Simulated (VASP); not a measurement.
# Lu (Fm-3m) in VASP: notebook, part 3 of 3

VASP 6.6.1. Earlier steps stand in the parts before.

### Step 4. Single point, BLYP (volume scaled by 1.04)

INCAR

```
PREC     = Accurate       # precision mode
ENCUT    = 520            # plane-wave cutoff, eV
EDIFF    = 1E-6           # SCF threshold, eV
ISMEAR   = -1             # smearing method
SIGMA    = 0.1            # smearing width, eV
LREAL    = F              # projectors in reciprocal space
LASPH    = T              # aspherical terms in the spheres
NELM     = 60             # most SCF steps
ALGO     = Normal         # electronic algorithm
ISIF     = 2              # what is computed and relaxed
LWAVE    = F              # write WAVECAR
LCHARG   = F              # write CHGCAR
GGA      = B5             # functional
ALDAX    = 1.0          
AGGAX    = 1.0          
AGGAC    = 1.0          
ALDAC    = 0.0          
NBANDS   = 18             # bands
```

KPOINTS

```
regular mesh
0
Gamma
  12 12 12
```

POSCAR

```
Lu
1.0
    0.0000000000      2.4899965808      2.4899965808
    2.4899965808      0.0000000000      2.4899965808
    2.4899965808      2.4899965808      0.0000000000
Lu
1
Direct
    0.0000000000      0.0000000000      0.0000000000
```

Potentials or basis: VASP PAW PBE potentials, release 64 (Lu).

On the command line:

```bash
$ cat potpaw_PBE.64/Lu/POTCAR > POTCAR
$ mpirun -np 1 vasp_std > vasp.out
```

OUTCAR:

```text
PREC = Accurate
   ENCUT = 520
   EDIFF = 1E-6
   ISMEAR = -1
   LREAL = F
   LASPH = T
   NELM = 60
   ISIF = 2
   GGA = B5

 ion  position               nearest neighbor table
   1  0.000  0.000  0.000-

  LATTYP: Found a face centered cubic cell.
 ALAT       =     4.9799931616

  Lattice vectors:

 A1 = (   0.0000000000,   2.4899965808,   2.4899965808)
 A2 = (   2.4899965808,   0.0000000000,   2.4899965808)
 A3 = (   2.4899965808,   2.4899965808,   0.0000000000)

[... 681 lines left out ...]
     18       9.7033      0.00000

 [... further k-points ...]

------------------------ aborting loop because EDIFF is reached ----------------------------------------

  FORCE on cell =-STRESS in cart. coord.  units (eV):
  Direction    XX          YY          ZZ          XY          YZ          ZX
  --------------------------------------------------------------------------------------
  -------------------------------------------------------------------------------------
  Total       -0.2514761     -0.2514761     -0.2514761      0.0000000      0.0000000      0.0000000
  in kB      -13.0491148    -13.0491148    -13.0491148      0.0000000      0.0000000      0.0000000
  external PRESSURE =     -13.0491148 kB  Pullay stress =       0.0000000 kB

 VOLUME and BASIS-vectors are now :
 -----------------------------------------------------------------------------
  energy-cutoff  :      520.00
  volume of cell :       30.88
      direct lattice vectors                 reciprocal lattice vectors
     0.000000000  2.489996581  2.489996581    -0.200803489  0.200803489  0.200803489
     2.489996581  0.000000000  2.489996581     0.200803489 -0.200803489  0.200803489
     2.489996581  2.489996581  0.000000000     0.200803489  0.200803489 -0.200803489

 POSITION                                       TOTAL-FORCE (eV/Angst)
 -----------------------------------------------------------------------------------
      0.00000      0.00000      0.00000         0.000000     -0.000000      0.000000
 -----------------------------------------------------------------------------------
    total drift:                               -0.000000     -0.000000     -0.000000

  FREE ENERGIE OF THE ION-ELECTRON SYSTEM (eV)
  ---------------------------------------------------
  free  energy   TOTEN  =        -3.4893992877 eV

  energy  without entropy=       -3.4348881971  energy(sigma->0) =       -3.46214374
```

It took 29 s on 1 thread of Intel Xeon Platinum 8559C (Emerald Rapids), shared host; peak memory 0.19 GiB.

What came out:

| Property | Result |
| --- | --- |
| Free energy | -3.4894 eV |
| Pressure | -1.3 GPa |

Caveat: the cell differs from its parent crystal (volume scaled by 1.04); the PAW data sets were made with another functional, which shifts forces and pressure a little; spin-orbit coupling is left out, which moves the levels of the heavy elements.

### Step 5. Single point, BLYP (volume scaled by 1.12)

INCAR

```
PREC = Accurate
ENCUT = 520
EDIFF = 1E-6
ISMEAR = -1
SIGMA = 0.1
LREAL = F
LASPH = T
NELM = 100
ALGO = Normal
ISIF = 2
LWAVE = F
LCHARG = T
GGA = B5
ALDAX = 1.0
AGGAX = 1.0
AGGAC = 1.0
ALDAC = 0.0
LELF = T
LVHAR = T
NBANDS = 18
```

KPOINTS is that of step 4.

POSCAR

```
Lu
1.0
    0.0000000000      2.5522721322      2.5522721322
    2.5522721322      0.0000000000      2.5522721322
    2.5522721322      2.5522721322      0.0000000000
Lu
1
Direct
    0.0000000000      0.0000000000      0.0000000000
```

Potentials or basis: VASP PAW PBE potentials, release 64 (Lu).

On the command line:

```bash
$ cat potpaw_PBE.64/Lu/POTCAR > POTCAR
$ mpirun -np 1 vasp_std > vasp.out
```

OUTCAR:

```text
PREC = Accurate
   ENCUT = 520
   EDIFF = 1E-6
   ISMEAR = -1
   LREAL = F
   LASPH = T
   NELM = 100
   ISIF = 2
   GGA = B5

 ion  position               nearest neighbor table
   1  0.000  0.000  0.000-

  LATTYP: Found a face centered cubic cell.
 ALAT       =     5.1045442644

  Lattice vectors:

 A1 = (   0.0000000000,   2.5522721322,   2.5522721322)
 A2 = (   2.5522721322,   0.0000000000,   2.5522721322)
 A3 = (   2.5522721322,   2.5522721322,   0.0000000000)

Analysis of symmetry for initial positions (statically):
=====================================================================
 Subroutine PRICEL returns:
 Original cell was already a primitive cell.

 Routine SETGRP: Setting up the symmetry group for a
 face centered cubic supercell.

 Subroutine GETGRP returns: Found 48 space group operations
 (whereof 48 operations were pure point group operations)
 out of a pool of 48 trial point group operations.

The static configuration has the point symmetry O_h .

Analysis of symmetry for dynamics (positions and initial velocities):
[... 143 lines left out ...]
 maximum number of plane-waves:       934
   NGX = 13   NGY = 13   NGZ = 13

 number of electron      25.0000008 magnetization

 Free energy of the ion-electron system (eV)
  ---------------------------------------------------
  ext. energy  EPLUGINS =         0.00000000
  ---------------------------------------------------
  free energy    TOTEN  =        -3.45204759 eV

  energy without entropy =       -3.39176355  energy(sigma->0) =       -3.42190557

 E-fermi :   2.2698     XC(G=0):  -9.5857

 val. band max:        2.2375239030   @ k =  -0.4167   0.1667   0.0833
 cond. band min:       2.3120288018   @ k =  -0.3333   0.2500   0.0000
 fundamental gap:      0.0745048989
 Fermi energy:         2.2697672028

 k-point     1 :       0.0000    0.0000    0.0000
  band No.  band energies     occupation
      1     -54.0988      2.00000
      2     -24.7996      2.00000
      3     -24.7996      2.00000
      4     -24.7996      2.00000
      5      -3.3815      2.00000
      6      -3.1010      2.00000
[... 481 lines left out ...]
      5      -3.0818      2.00000
      6      -3.0749      2.00000
[... 10 lines left out ...]
     17       7.8026      0.00000
     18       8.7945      0.00000

 [... further k-points ...]
[... 5 lines left out ...]
  --------------------------------------------------------------------------------------
  -------------------------------------------------------------------------------------
  Total       -0.7324221     -0.7324221     -0.7324221     -0.0000000     -0.0000000     -0.0000000
  in kB      -35.2907680    -35.2907680    -35.2907680     -0.0000000     -0.0000000     -0.0000000
  external PRESSURE =     -35.2907680 kB  Pullay stress =       0.0000000 kB

 VOLUME and BASIS-vectors are now :
 -----------------------------------------------------------------------------
  energy-cutoff  :      520.00
  volume of cell :       33.25
      direct lattice vectors                 reciprocal lattice vectors
     0.000000000  2.552272132  2.552272132    -0.195903875  0.195903875  0.195903875
     2.552272132  0.000000000  2.552272132     0.195903875 -0.195903875  0.195903875
     2.552272132  2.552272132  0.000000000     0.195903875  0.195903875 -0.195903875

 POSITION                                       TOTAL-FORCE (eV/Angst)
 -----------------------------------------------------------------------------------
      0.00000      0.00000      0.00000         0.000000     -0.000000     -0.000000
 -----------------------------------------------------------------------------------
    total drift:                               -0.000000     -0.000000     -0.000000

  FREE ENERGIE OF THE ION-ELECTRON SYSTEM (eV)
  ---------------------------------------------------
  free  energy   TOTEN  =        -3.4520475891 eV

  energy  without entropy=       -3.3917635516  energy(sigma->0) =       -3.42190557
```

stdout:

```text
POSCAR found type information on POSCAR Lu
 POSCAR found :  1 types and       1 ions
 scaLAPACK will be used
 -----------------------------------------------------------------------------
|                                                                             |
|                                                                             |
|     You enforced a specific xc type in the INCAR file but a different       |
|     I HOPE YOU KNOW WHAT YOU ARE DOING!                                     |
|                                                                             |
 -----------------------------------------------------------------------------

 LDA part: xc-table for (Slater(with rela. corr.)+VWN5), standard interpolation
 POSCAR, INCAR and KPOINTS ok, starting setup
 FFT: planning ... GRIDC
 FFT: planning ... GRID_SOFT
 FFT: planning ... GRID
 WAVECAR not read
 entering main loop
```

Wall time 29 s (1 thread of Intel Xeon Platinum 8559C (Emerald Rapids), shared host); peak memory 0.19 GiB.

Results:

- Free energy: -3.4520 eV
- Pressure: -3.5 GPa

Caveat: the cell differs from its parent crystal (volume scaled by 1.12); the PAW data sets were made with another functional, which shifts forces and pressure a little; spin-orbit coupling is left out, which moves the levels of the heavy elements.

### Step 6. Relaxation of cell and atoms, BLYP

This run uses another cell than the first one, of 29.50 Å³/atom, 1.035 times its volume.

INCAR

```
PREC = Accurate
ENCUT = 600
EDIFF = 1E-6
ISMEAR = -1
SIGMA = 0.1
LREAL = F
LASPH = T
NELM = 60
ALGO = Normal
ISIF = 3
LWAVE = F
LCHARG = F
GGA = B5
ALDAX = 1.0
AGGAX = 1.0
AGGAC = 1.0
ALDAC = 0.0
IBRION = 2
NSW = 80
EDIFFG = -0.01
```

KPOINTS

```
regular mesh
0
Gamma
  11 11 11
```

POSCAR

```
Lu
1.0
    0.0000000000      2.4523337552      2.4523337552
    2.4523337552      0.0000000000      2.4523337552
    2.4523337552      2.4523337552      0.0000000000
Lu
1
Direct
    0.0000000000      0.0000000000      0.0000000000
```

Potentials or basis: VASP PAW PBE potentials, release 64 (Lu).

On the command line:

```bash
$ cat potpaw_PBE.64/Lu/POTCAR > POTCAR
$ mpirun -np 1 vasp_std > vasp.out
```

Run time: 51 s. Hardware: 1 thread of Intel Xeon Platinum 8559C (Emerald Rapids), shared host; peak memory 0.19 GiB.

It converged, with:

| Property | Result |
| --- | --- |
| Free energy | -3.4941 eV |
| Relaxed volume | 29.81 Å³/atom |
| Relaxed cell | a = 3.481 Å, b = 3.481 Å, c = 3.481 Å, α = 60.00°, β = 60.00°, γ = 60.00° |
| Space group after relaxing (to 0.05 Å) | Fm-3m (No. 225) |
| Energy gained by relaxing | 0.5 meV/atom |
| Ionic steps | 2 |
| Pressure after relaxing | 0.0 GPa |

The path:
```
step  energy change (eV)  largest force (eV/Å)  pressure (GPa)  volume (Å³)
   1              0.0000                0.0000            0.40        29.50
   2             -0.0005                0.0000           -0.02        29.81
```

Final structure:
```xyz
1
Lattice="0.0000 2.4611 2.4611 2.4611 0.0000 2.4611 2.4611 2.4611 0.0000" Properties=species:S:1:pos:R:3 pbc="T T T"
Lu    0.0000    0.0000    0.0000
```

Levels at points of the mesh, in eV from the Fermi level:
| k point | band 9 | band 10 | band 11 | band 12 | band 13 | band 14 | band 15 | band 16 |
| --- | --- | --- | --- | --- | --- | --- | --- | --- |
| (0.00, 0.00, 0.00) | -5.12 | -5.05 | -5.05 | -5.05 | 2.05 | 2.05 | 2.05 | 4.29 |

Caveat: the PAW data sets were made with another functional, which shifts forces and pressure a little; spin-orbit coupling is left out, which moves the levels of the heavy elements.

### Step 7. Overview

| task | cell | k mesh | cutoff (eV) | gap on the mesh (eV) | pressure (GPa) |
| --- | --- | --- | --- | --- | --- |
| single point | a = 3.429 Å, angles 60.0°, 1 atom | 12 × 12 × 12 | 520 | none | 2.0 |
| single point | a = 3.476 Å, angles 60.0°, 1 atom | 12 × 12 × 12 | 520 | none | 0.2 |
| single point | a = 3.521 Å, angles 60.0°, 1 atom | 12 × 12 × 12 | 520 | none | -1.3 |
| single point | a = 3.609 Å, angles 60.0°, 1 atom | 12 × 12 × 12 | 520 | none | -3.5 |
| relaxation of cell and atoms | relaxed from a = 3.468 Å, angles 60.0°, 1 atom | 11 × 11 × 11 | 600 | none | 0.0 |

Alike in all rows: level BLYP; potentials or basis VASP PAW PBE potentials, release 64 (Lu); no spin polarisation; smearing fermi-dirac 0.1 eV.

Caveats: the PAW data sets were made with another functional, which shifts forces and pressure a little; spin-orbit coupling is left out, which moves the levels of the heavy elements.

Absolute energies hang on the potentials; compare differences alone.
